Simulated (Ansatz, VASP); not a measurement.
SnTe: VASP beside Ansatz

```
CELL_PARAMETERS angstrom
0.00000 3.10299 3.10299
3.10299 0.00000 3.10299
3.10299 3.10299 0.00000
ATOMIC_POSITIONS crystal
Sn 0.00000 0.00000 0.00000
Te 0.50000 0.50000 0.50000
```

Change from the starting cell: volume scaled by 0.95.

Alike in both runs: task single point; functional PBE; k mesh 11 × 11 × 11; occupations fermi-dirac, width 0.08 eV; no spin polarisation.

|  | VASP | Ansatz |
| --- | --- | --- |
| version | VASP 6.6.1 | Ansatz 0.2.0 |
| potentials or method | VASP PAW PBE potentials, release 64 (Sn_d, Te), cutoff 520 eV | all-electron LAPW, scalar-relativistic |

|  | VASP | Ansatz | Ansatz less VASP |
| --- | --- | --- | --- |
| pressure (GPa) | 4.8 | 4.8 | +0.05 |

Ansatz ran all-electron here, and VASP with PAW potentials.

Neither program's run includes spin-orbit coupling.
